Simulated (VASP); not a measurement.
# Al2Pt (Fm-3m) in VASP: further runs

Runs on Al2Pt. Level: LDA. Tasks: electric field gradients.

All numbers are computed with VASP 6.6.1; they aren't measurements. Logs are shortened: lines on timing, memory, paths and dates and some standing lists are left out, and cuts for length are marked.

## (1) The cell of the first run

The structure is cubic, space group Fm-3m (No. 225). The conventional cell has a = 5.789 Å, b = 5.789 Å, c = 5.789 Å, α = 90.00°, β = 90.00°, γ = 90.00°. Al (site symmetry -43m) has 4 Pt at 2.51 Å and 6 Al at 2.89 Å within 3.3 Å. Within 3.3 Å of Pt (site symmetry m-3m) lie 8 Al at 2.51 Å.

## (2) Electric field gradients, LDA (volume scaled by 0.94)

File INCAR:

```
SYSTEM = Al2Pt
PREC     = Accurate       ! precision mode
ENCUT    = 520            ! plane-wave cutoff, eV
EDIFF    = 1E-8           ! SCF threshold, eV
ISMEAR   = -1             ! smearing method
SIGMA    = 0.08           ! smearing width, eV
LREAL    = .False.        ! projectors in reciprocal space
LASPH    = .True.         ! aspherical terms in the spheres
NELM     = 80             ! most SCF steps
ALGO     = Normal         ! electronic algorithm
ISIF     = 2              ! what is computed and relaxed
LWAVE    = .False.        ! write WAVECAR
LCHARG   = .False.        ! write CHGCAR
LEFG     = .True.       
NBANDS   = 15             ! bands
```

File KPOINTS:

```
regular mesh
0
Gamma
  12 12 12
  0 0 0
```

File POSCAR:

```
Al2Pt
1.0
    0.0000000000      2.8946769512      2.8946769512
    2.8946769512      0.0000000000      2.8946769512
    2.8946769512      2.8946769512      0.0000000000
Al Pt
2 1
Direct
    0.2500000000      0.2500000000      0.2500000000
    0.7500000000      0.7500000000      0.7500000000
    0.0000000000      0.0000000000      0.0000000000
```

Potentials or basis: VASP PAW LDA potentials, release 64 (Al, Pt).

Launch:

```sh
cat potpaw_LDA.64/Al/POTCAR potpaw_LDA.64/Pt/POTCAR > POTCAR
mpirun -np 1 vasp_std > vasp.out
```

OUTCAR:

```text
SYSTEM = Al2Pt
   PREC = Accurate
   ENCUT = 520
   EDIFF = 1E-8
   ISMEAR = -1
   LREAL = .False.
   LASPH = .True.
   NELM = 80
   ISIF = 2

 ion  position               nearest neighbor table
   1  0.250  0.250  0.250-   3 2.51   3 2.51   3 2.51   3 2.51   2 2.89   2 2.89   2 2.89   2 2.89
                             2 2.89   2 2.89
   2  0.750  0.750  0.750-   3 2.51   3 2.51   3 2.51   3 2.51   1 2.89   1 2.89   1 2.89   1 2.89
                             1 2.89   1 2.89
   3  0.000  0.000  0.000-   2 2.51   2 2.51   2 2.51   1 2.51   1 2.51   1 2.51   2 2.51   1 2.51

  LATTYP: Found a face centered cubic cell.
 ALAT       =     5.7893539024

  Lattice vectors:

 A1 = (   0.0000000000,   2.8946769512,   2.8946769512)
 A2 = (   2.8946769512,   0.0000000000,   2.8946769512)
 A3 = (   2.8946769512,   2.8946769512,   0.0000000000)

Analysis of symmetry for initial positions (statically):
=====================================================================
 Subroutine PRICEL returns:
 Original cell was already a primitive cell.

 Routine SETGRP: Setting up the symmetry group for a
 face centered cubic supercell.

 Subroutine GETGRP returns: Found 48 space group operations
[... 9 lines left out ...]

 Routine SETGRP: Setting up the symmetry group for a
 face centered cubic supercell.

 Subroutine GETGRP returns: Found 48 space group operations
 (whereof 48 operations were pure point group operations)
 out of a pool of 48 trial point group operations.

The dynamic configuration has the point symmetry O_h .

 Subroutine INISYM returns: Found 48 space group operations
 (whereof 48 operations are pure point group operations),
 and found     1 'primitive' translations

----------------------------------------------------------------------------------------

                                     Primitive cell

  volume of cell :      48.5099

  direct lattice vectors                    reciprocal lattice vectors
     0.000000000  2.894676951  2.894676951    -0.172730846  0.172730846  0.172730846
     2.894676951  0.000000000  2.894676951     0.172730846 -0.172730846  0.172730846
     2.894676951  2.894676951  0.000000000     0.172730846  0.172730846 -0.172730846

  length of vectors
     4.093691403  4.093691403  4.093691403     0.299178602  0.299178602  0.299178602

  position of ions in fractional coordinates (direct lattice)
     0.250000000  0.250000000  0.250000000
     0.750000000  0.750000000  0.750000000
     0.000000000  0.000000000  0.000000000

  ion indices of the primitive-cell ions
   primitive index   ion index
                 1           1
                 2           2
                 3           3

----------------------------------------------------------------------------------------

 KPOINTS: regular mesh

Automatic generation of k-mesh.
 Grid dimensions read from file:
 generate k-points for:   12   12   12

 Generating k-lattice:

  Cartesian coordinates                     Fractional coordinates (reciprocal lattice)
    -0.014394237  0.014394237  0.014394237     0.083333333  0.000000000  0.000000000
     0.014394237 -0.014394237  0.014394237     0.000000000  0.083333333  0.000000000
     0.014394237  0.014394237 -0.014394237     0.000000000  0.000000000  0.083333333

  Length of vectors
     0.024931550  0.024931550  0.024931550

  Shift w.r.t. Gamma in fractional coordinates (k-lattice)
     0.000000000  0.000000000  0.000000000

 Subroutine IBZKPT returns following result:
 ===========================================

 Found     72 irreducible k-points:

 Following reciprocal coordinates:
            Coordinates               Weight
  0.000000  0.000000  0.000000      1.000000
  0.083333  0.000000  0.000000      8.000000
  0.166667  0.000000  0.000000      8.000000
  0.250000  0.000000  0.000000      8.000000
  0.333333  0.000000  0.000000      8.000000
  0.416667  0.000000  0.000000      8.000000
[... 16 lines left out ...]
  0.500000  0.166667  0.000000     24.000000
 -0.416667  0.166667  0.000000     24.000000
 [... further k-points ...]
   k-points           NKPTS =     72   k-points in BZ     NKDIM =     72   number of bands    NBANDS=     15
   number of dos      NEDOS =    301   number of ions     NIONS =      3
   total plane-waves  NPLWV =  27000
   dimension x,y,z NGX =    30 NGY =   30 NGZ =   30
   dimension x,y,z NGXF=    60 NGYF=   60 NGZF=   60
   ions per type =               2   1
   NGX,Y,Z   is equivalent  to a cutoff of  12.18, 12.18, 12.18 a.u.
   NGXF,Y,Z  is equivalent  to a cutoff of  24.37, 24.37, 24.37 a.u.
 SYSTEM =  Al2Pt
   PREC   = accura    normal or accurate (medium, high low for compatibility)
   ISTART =      0    job   : 0-new  1-cont  2-samecut
   ICHARG =      2    charge: 1-file 2-atom 10-const
   ISPIN  =      1    spin polarized calculation?
   LNONCOLLINEAR =      F non collinear calculations
   LSORBIT =      F    spin-orbit coupling
   LASPH  =      T    aspherical Exc in radial PAW
   ENCUT  =  520.0 eV  38.22 Ry    6.18 a.u.   7.61  7.61  7.61*2*pi/ulx,y,z
   NELM   =     80;   NELMIN=  2; NELMDL= -5     # of ELM steps
   EDIFF  = 0.1E-07   stopping-criterion for ELM
   LREAL  =      F    real-space projection
   EDIFFG = 0.1E-06   stopping-criterion for IOM
   NSW    =      0    number of steps for IOM
   IBRION =     -1    ionic relax: 0-MD 1-quasi-New 2-CG
   NFREE  =      0    steps in history (QN), initial steepest desc. (CG)
   ISIF   =      2    stress and relaxation
   ISYM   =      2    0-nonsym 1-usesym 2-fastsym
   POTIM  = 0.5000    time-step for ionic-motion
   TEBEG  =    0.0;   TEEND  =   0.0 temperature during run
   PSTRESS=    0.0 pullay stress
   NELECT =      16.0000    total number of electrons
   NUPDOWN=      -1.0000    fix difference up-down
   EMIN   =  10.00;   EMAX   =-10.00  energy-range for DOS
   EFERMI =   0.00;   METHOD = LEGACY
   ISMEAR =    -1;   SIGMA  =   0.08  broadening in eV -4-tet -1-fermi 0-gaus
   EFERMI_NEDOS =   21; number of points for ismear=-14 and -15
   IALGO  =     38    algorithm
   IMIX   =      4    mixing-type and parameters
     AMIX     =   0.40;   BMIX     =  1.00
     AMIX_MAG =   1.60;   BMIX_MAG =  1.00
  volume/ion in A,a.u.               =      16.17       109.12
  Fermi-wavevector in a.u.,A,eV,Ry     =   1.131110  2.137487 17.407418  1.279409
  Thomas-Fermi vector in A             =   2.267808
   LORBIT       =      0    0 simple, 1 ext, 2 COOP (PROOUT), +10 PAW based schemes
   GGA     = CA    functional components
   LHFCALC =     F    Hartree Fock is set to
   AEXX    =    0.0000 exact exchange contribution
   IVDW    =     0    specifies the selected vdW correction
   LEPSILON=     F    determine dielectric tensor
   LRPA    =     F    only Hartree local field effects (RPA)
 non-spin polarized calculation
  energy-cutoff  :      520.00
  volume of cell :       48.51
 maximum number of plane-waves:      1323
   NGX = 15   NGY = 15   NGZ = 15

 number of electron      15.9999999 magnetization

 Free energy of the ion-electron system (eV)
  ---------------------------------------------------
  ext. energy  EPLUGINS =         0.00000000
  ---------------------------------------------------
  free energy    TOTEN  =       -18.57878640 eV

  energy without entropy =      -18.55415767  energy(sigma->0) =      -18.56647203

 E-fermi :   8.4869     XC(G=0): -11.1586

 val. band max:        8.4658551041   @ k =   0.3333   0.2500   0.0000
 cond. band min:       8.5068261038   @ k =   0.2500   0.2500   0.0000
 fundamental gap:      0.0409709997
 Fermi energy:         8.4868632294

 k-point     1 :       0.0000    0.0000    0.0000
  band No.  band energies     occupation
      1      -2.1996      2.00000
      2       3.0478      2.00000
      3       3.0478      2.00000
      4       3.0478      2.00000
      5       4.4827      2.00000
      6       4.4827      2.00000
      7      11.7602      0.00000
      8      12.3354      0.00000
      9      12.3354      0.00000
     10      12.3354      0.00000
     11      14.2206      0.00000
     12      14.2206      0.00000
     13      14.2206      0.00000
     14      14.9708      0.00000
     15      14.9708      0.00000
[... 397 lines left out ...]
 k-point    24 :      -0.4167    0.1667    0.0000
  band No.  band energies     occupation
      1       0.5368      2.00000
      2       2.1359      2.00000
      3       3.2679      2.00000
      4       3.6041      2.00000
      5       4.2864      2.00000
      6       4.5935      2.00000
      7       5.0281      2.00000
      8       7.9748      1.99669
      9       9.1327      0.00062
     10      12.1006      0.00000
     11      14.3329      0.00000
     12      14.8226      0.00000
     13      15.6468      0.00000
     14      17.6687      0.00000
     15      17.8829      0.00000

 [... further k-points ...]
[... 5 lines left out ...]
  --------------------------------------------------------------------------------------
  -------------------------------------------------------------------------------------
  Total        1.7025487      1.7025487      1.7025487      0.0000000      0.0000000      0.0000000
  in kB       56.2315212     56.2315212     56.2315212      0.0000000      0.0000000      0.0000000
  external PRESSURE =      56.2315212 kB  Pullay stress =       0.0000000 kB

 VOLUME and BASIS-vectors are now :
 -----------------------------------------------------------------------------
  energy-cutoff  :      520.00
  volume of cell :       48.51
      direct lattice vectors                 reciprocal lattice vectors
     0.000000000  2.894676951  2.894676951    -0.172730846  0.172730846  0.172730846
     2.894676951  0.000000000  2.894676951     0.172730846 -0.172730846  0.172730846
     2.894676951  2.894676951  0.000000000     0.172730846  0.172730846 -0.172730846

 POSITION                                       TOTAL-FORCE (eV/Angst)
 -----------------------------------------------------------------------------------
      1.44734      1.44734      1.44734         0.000000      0.000000      0.000000
      4.34202      4.34202      4.34202        -0.000000     -0.000000     -0.000000
      0.00000      0.00000      0.00000         0.000000      0.000000      0.000000
 -----------------------------------------------------------------------------------
    total drift:                                0.000000     -0.000000     -0.000000

  FREE ENERGIE OF THE ION-ELECTRON SYSTEM (eV)
  ---------------------------------------------------
  free  energy   TOTEN  =       -18.5787863963 eV

  energy  without entropy=      -18.5541576660  energy(sigma->0) =      -18.56647203

 Electric field gradients (V/A^2)
---------------------------------------------------------------------
 ion       V_xx      V_yy      V_zz      V_xy      V_xz      V_yz
---------------------------------------------------------------------
   1       0.000    -0.000     0.000     0.000     0.000     0.000
   2       0.000    -0.000     0.000     0.000     0.000     0.000
   3       0.000     0.000     0.000    -0.001    -0.001    -0.001
---------------------------------------------------------------------

 Electric field gradients after diagonalization (V/A^2)
 (convention: |V_zz| > |V_xx| > |V_yy|)
----------------------------------------------------------------------
 ion       V_xx      V_yy      V_zz     asymmetry (V_yy - V_xx)/ V_zz
----------------------------------------------------------------------
   1      -0.000    -0.000     0.000       0.000
   2      -0.000    -0.000     0.000       0.000
   3       0.001     0.001    -0.001       0.000
----------------------------------------------------------------------

           NMR quadrupolar parameters

 Cq : quadrupolar parameter    Cq=e*Q*V_zz/h
 eta: asymmetry parameters     (V_yy - V_xx)/ V_zz
 Q  : nuclear electric quadrupole moment in mb (millibarn)
----------------------------------------------------------------------
 ion       Cq(MHz)       eta       Q (mb)
----------------------------------------------------------------------
   1       0.000       0.000       1.000
   2       0.000       0.000       1.000
   3      -0.000       0.000       1.000
----------------------------------------------------------------------
```

It took 36 s on 1 thread of Intel Xeon Platinum 8559C (Emerald Rapids), shared host; peak memory 0.18 GiB.

What came out:

* Free energy: -18.5788 eV
* Pressure: 5.6 GPa
* Band gap on the k mesh: zero (band 8 reaches 12.34 eV, above the bottom of band 9 at 6.75 eV)

Caveat: without QUAD_EFG the Cq values of the log hold for a quadrupole moment of 1 mb, not for the nuclei; spin-orbit coupling is left out, which moves the levels of the heavy elements.

(Continued in part 2 of 3.)
